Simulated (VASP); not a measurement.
# Mg (I4/mmm) in VASP: single point with PBEsol

Aim: the single point of Mg with PBEsol.

Everything below comes from runs of VASP 6.6.1. Logs are shortened: lines on timing, memory, paths and dates and some standing lists are left out, and cuts for length are marked.

## 1. The cell of the first run

Symmetry: I4/mmm, No. 139, tetragonal system. Conventional cell: a = 3.672 Å, b = 3.672 Å, c = 3.359 Å, α = 90.00°, β = 90.00°, γ = 90.00°. Within 4.1 Å of Mg (site symmetry 4/mmm) lie 14 Mg at 3.09 to 3.67 Å.

## 2. Single point, PBEsol

File INCAR:

```
ALGO = Normal
EDIFF = 1E-6
ENCUT = 520
GGA = PS
ISIF = 2
ISMEAR = -1
LASPH = True
LCHARG = True
LELF = True
LREAL = False
LVHAR = True
LWAVE = False
NBANDS = 7
NELM = 60
PREC = Accurate
SIGMA = 0.1
```

File KPOINTS:

```
k-points
0
Gamma
  9 9 9
```

File POSCAR:

```
Mg
1.0
   -1.8359920000      1.8359920000      1.6794040000
    1.8359920000     -1.8359920000      1.6794040000
    1.8359920000      1.8359920000     -1.6794040000
Mg
1
Direct
    0.0000000000      0.0000000000      0.0000000000
```

Potentials or basis: VASP PAW PBE potentials, release 64 (Mg).

The run is started by

```console
$ cat potpaw_PBE.64/Mg/POTCAR > POTCAR
$ mpirun -np 1 vasp_std > vasp.out
```

OUTCAR:

```text
EDIFF = 1E-6
   ENCUT = 520
   GGA = PS
   ISIF = 2
   ISMEAR = -1
   LASPH = True
   LREAL = False
   NELM = 60
   PREC = Accurate

 ion  position               nearest neighbor table
   1  0.000  0.000  0.000-

  LATTYP: Found a body centered tetragonal cell.
 ALAT       =     3.6719840000
 C/A-ratio  =     0.9147120467

  Lattice vectors:

 A1 = (  -1.8359920000,   1.8359920000,   1.6794040000)
 A2 = (   1.8359920000,  -1.8359920000,   1.6794040000)
 A3 = (   1.8359920000,   1.8359920000,  -1.6794040000)

Analysis of symmetry for initial positions (statically):
=====================================================================
 Subroutine PRICEL returns:
 Original cell was already a primitive cell.

 Routine SETGRP: Setting up the symmetry group for a
 body centered tetragonal supercell.

 Subroutine GETGRP returns: Found 16 space group operations
 (whereof 16 operations were pure point group operations)
 out of a pool of 16 trial point group operations.

The static configuration has the point symmetry D_4h.

Analysis of symmetry for dynamics (positions and initial velocities):
=====================================================================
 Subroutine PRICEL returns:
 Original cell was already a primitive cell.

 Routine SETGRP: Setting up the symmetry group for a
 body centered tetragonal supercell.

 Subroutine GETGRP returns: Found 16 space group operations
 (whereof 16 operations were pure point group operations)
 out of a pool of 16 trial point group operations.

The dynamic configuration has the point symmetry D_4h.

 Subroutine INISYM returns: Found 16 space group operations
 (whereof 16 operations are pure point group operations),
 and found     1 'primitive' translations

----------------------------------------------------------------------------------------

                                     Primitive cell

  volume of cell :      22.6442

  direct lattice vectors                    reciprocal lattice vectors
    -1.835992000  1.835992000  1.679404000     0.000000000  0.272332341  0.297724669
     1.835992000 -1.835992000  1.679404000     0.272332341  0.000000000  0.297724669
     1.835992000  1.835992000 -1.679404000     0.272332341  0.272332341  0.000000000

  length of vectors
     3.092269562  3.092269562  3.092269562     0.403490871  0.403490871  0.385136091

  position of ions in fractional coordinates (direct lattice)
     0.000000000  0.000000000  0.000000000

  ion indices of the primitive-cell ions
   primitive index   ion index
                 1           1

----------------------------------------------------------------------------------------

 KPOINTS: k-points

Automatic generation of k-mesh.
 Grid dimensions read from file:
 generate k-points for:    9    9    9

 Generating k-lattice:

  Cartesian coordinates                     Fractional coordinates (reciprocal lattice)
     0.000000000  0.030259149  0.033080519     0.111111111 -0.000000000  0.000000000
     0.030259149  0.000000000  0.033080519    -0.000000000  0.111111111  0.000000000
     0.030259149  0.030259149  0.000000000     0.000000000  0.000000000  0.111111111

  Length of vectors
     0.044832319  0.044832319  0.042792899

  Shift w.r.t. Gamma in fractional coordinates (k-lattice)
     0.000000000  0.000000000  0.000000000

 Subroutine IBZKPT returns following result:
 ===========================================

 Found     75 irreducible k-points:

 Following reciprocal coordinates:
            Coordinates               Weight
  0.000000  0.000000  0.000000      1.000000
  0.111111  0.000000 -0.000000      8.000000
  0.222222  0.000000 -0.000000      8.000000
  0.333333  0.000000 -0.000000      8.000000
  0.444444  0.000000 -0.000000      8.000000
  0.111111  0.111111 -0.000000      8.000000
[... 16 lines left out ...]
 -0.333333  0.333333  0.000000      4.000000
  0.444444  0.444444 -0.000000      8.000000
 [... further k-points ...]
   k-points           NKPTS =     75   k-points in BZ     NKDIM =     75   number of bands    NBANDS=      7
   number of dos      NEDOS =    301   number of ions     NIONS =      1
   total plane-waves  NPLWV =  13824
   dimension x,y,z NGX =    24 NGY =   24 NGZ =   24
   dimension x,y,z NGXF=    48 NGYF=   48 NGZF=   48
   ions per type =               1
   NGX,Y,Z   is equivalent  to a cutoff of  12.90, 12.90, 12.90 a.u.
   NGXF,Y,Z  is equivalent  to a cutoff of  25.81, 25.81, 25.81 a.u.
 SYSTEM =  unknown system
   PREC   = accura    normal or accurate (medium, high low for compatibility)
   ISTART =      0    job   : 0-new  1-cont  2-samecut
   ICHARG =      2    charge: 1-file 2-atom 10-const
   ISPIN  =      1    spin polarized calculation?
   LNONCOLLINEAR =      F non collinear calculations
   LSORBIT =      F    spin-orbit coupling
   LASPH  =      T    aspherical Exc in radial PAW
   ENCUT  =  520.0 eV  38.22 Ry    6.18 a.u.   5.75  5.75  5.75*2*pi/ulx,y,z
   NELM   =     60;   NELMIN=  2; NELMDL= -5     # of ELM steps
   EDIFF  = 0.1E-05   stopping-criterion for ELM
   LREAL  =      F    real-space projection
   EDIFFG = 0.1E-04   stopping-criterion for IOM
   NSW    =      0    number of steps for IOM
   IBRION =     -1    ionic relax: 0-MD 1-quasi-New 2-CG
   NFREE  =      0    steps in history (QN), initial steepest desc. (CG)
   ISIF   =      2    stress and relaxation
   ISYM   =      2    0-nonsym 1-usesym 2-fastsym
   POTIM  = 0.5000    time-step for ionic-motion
   TEBEG  =    0.0;   TEEND  =   0.0 temperature during run
   PSTRESS=    0.0 pullay stress
   NELECT =       2.0000    total number of electrons
   NUPDOWN=      -1.0000    fix difference up-down
   EMIN   =  10.00;   EMAX   =-10.00  energy-range for DOS
   EFERMI =   0.00;   METHOD = LEGACY
   ISMEAR =    -1;   SIGMA  =   0.10  broadening in eV -4-tet -1-fermi 0-gaus
   EFERMI_NEDOS =   21; number of points for ismear=-14 and -15
   IALGO  =     38    algorithm
   IMIX   =      4    mixing-type and parameters
     AMIX     =   0.40;   BMIX     =  1.00
     AMIX_MAG =   1.60;   BMIX_MAG =  1.00
  volume/ion in A,a.u.               =      22.64       152.81
  Fermi-wavevector in a.u.,A,eV,Ry     =   0.729064  1.377732  7.231972  0.531535
  Thomas-Fermi vector in A             =   1.820694
   LORBIT       =      0    0 simple, 1 ext, 2 COOP (PROOUT), +10 PAW based schemes
   GGA     = PS    functional components
   LHFCALC =     F    Hartree Fock is set to
   AEXX    =    0.0000 exact exchange contribution
   IVDW    =     0    specifies the selected vdW correction
   LEPSILON=     F    determine dielectric tensor
   LRPA    =     F    only Hartree local field effects (RPA)
 non-spin polarized calculation
  energy-cutoff  :      520.00
  volume of cell :       22.64
 maximum number of plane-waves:       622
   NGX = 11   NGY = 11   NGZ = 11

 number of electron       2.0000000 magnetization

 Free energy of the ion-electron system (eV)
  ---------------------------------------------------
  ext. energy  EPLUGINS =         0.00000000
  ---------------------------------------------------
  free energy    TOTEN  =        -1.69596411 eV

  energy without entropy =       -1.68158793  energy(sigma->0) =       -1.68877602

 E-fermi :   2.7206     XC(G=0):  -8.5792

 val. band max:        2.6602761226   @ k =  -0.4444   0.4444   0.1111
 cond. band min:       2.7811772938   @ k =   0.3333   0.3333   0.1111
 fundamental gap:      0.1209011712
 Fermi energy:         2.7206227088

 k-point     1 :       0.0000    0.0000    0.0000
  band No.  band energies     occupation
      1      -4.3223      2.00000
      2      14.6249      0.00000
      3      16.4768      0.00000
      4      16.4768      0.00000
      5      16.8165      0.00000
      6      17.0412      0.00000
      7      17.0412      0.00000

 k-point     2 :       0.1111    0.0000   -0.0000
  band No.  band energies     occupation
      1      -4.0193      2.00000
      2      13.5887      0.00000
      3      13.6043      0.00000
      4      15.1239      0.00000
      5      15.2773      0.00000
      6      17.1626      0.00000
      7      18.2989      0.00000

 k-point     3 :       0.2222    0.0000   -0.0000
  band No.  band energies     occupation
      1      -3.1162      2.00000
      2       9.6902      0.00000
      3      12.2968      0.00000
      4      13.4682      0.00000
      5      13.8951      0.00000
      6      15.7916      0.00000
      7      19.1405      0.00000

 k-point     4 :       0.3333    0.0000   -0.0000
  band No.  band energies     occupation
      1      -1.6308      2.00000
      2       6.1359      0.00000
      3      11.3898      0.00000
      4      12.3143      0.00000
      5      12.9552      0.00000
      6      14.7246      0.00000
      7      20.1038      0.00000

 k-point     5 :       0.4444    0.0000   -0.0000
  band No.  band energies     occupation
      1       0.3937      2.00000
      2       3.0718      0.05796
      3      10.9285      0.00000
      4      11.7348      0.00000
      5      12.4908      0.00000
      6      14.1377      0.00000
      7      21.3696      0.00000
[... 161 lines left out ...]
 k-point    22 :      -0.4444    0.3333    0.0000
  band No.  band energies     occupation
      1      -0.7694      2.00000
      2       3.9614      0.00001
      3      10.1424      0.00000
      4      12.5157      0.00000
      5      15.6563      0.00000
      6      17.2944      0.00000
      7      18.7143      0.00000

 k-point    23 :      -0.3333    0.3333    0.0000
  band No.  band energies     occupation
      1      -1.8659      2.00000
      2       5.2187      0.00000
      3      13.0702      0.00000
      4      13.6493      0.00000
      5      14.7316      0.00000
      6      15.1773      0.00000
      7      18.9552      0.00000

 k-point    24 :       0.4444    0.4444   -0.0000
  band No.  band energies     occupation
      1       1.1346      2.00000
      2       1.5825      1.99998
      3       9.8930      0.00000
      4      12.2872      0.00000
      5      15.4717      0.00000
      6      17.4538      0.00000
      7      19.4100      0.00000

 [... further k-points ...]

------------------------ aborting loop because EDIFF is reached ----------------------------------------

  FORCE on cell =-STRESS in cart. coord.  units (eV):
  Direction    XX          YY          ZZ          XY          YZ          ZX
  --------------------------------------------------------------------------------------
  -------------------------------------------------------------------------------------
  Total       -0.0440538     -0.0440538     -0.0162513      0.0000000     -0.0000000      0.0000000
  in kB       -3.1170043     -3.1170043     -1.1498550      0.0000000     -0.0000000      0.0000000
  external PRESSURE =      -2.4612879 kB  Pullay stress =       0.0000000 kB

 VOLUME and BASIS-vectors are now :
 -----------------------------------------------------------------------------
  energy-cutoff  :      520.00
  volume of cell :       22.64
      direct lattice vectors                 reciprocal lattice vectors
    -1.835992000  1.835992000  1.679404000     0.000000000  0.272332341  0.297724669
     1.835992000 -1.835992000  1.679404000     0.272332341  0.000000000  0.297724669
     1.835992000  1.835992000 -1.679404000     0.272332341  0.272332341  0.000000000

 POSITION                                       TOTAL-FORCE (eV/Angst)
 -----------------------------------------------------------------------------------
      0.00000      0.00000      0.00000         0.000000     -0.000000      0.000000
 -----------------------------------------------------------------------------------
    total drift:                                0.000000      0.000000     -0.000000

  FREE ENERGIE OF THE ION-ELECTRON SYSTEM (eV)
  ---------------------------------------------------
  free  energy   TOTEN  =        -1.6959641134 eV

  energy  without entropy=       -1.6815879283  energy(sigma->0) =       -1.68877602
```

It took 18 s on 1 thread of AMD EPYC 7R13, shared host; peak memory 0.11 GiB.

Results:

```yaml
Free_energy: -1.6960 eV
Pressure: -0.2 GPa
Band_gap_on_the_k_mesh: zero (band 1 reaches 5.47 eV, above the bottom of band 2 at 1.58 eV)
```

Caveat: the PAW data sets were made with another functional, which shifts forces and pressure a little.
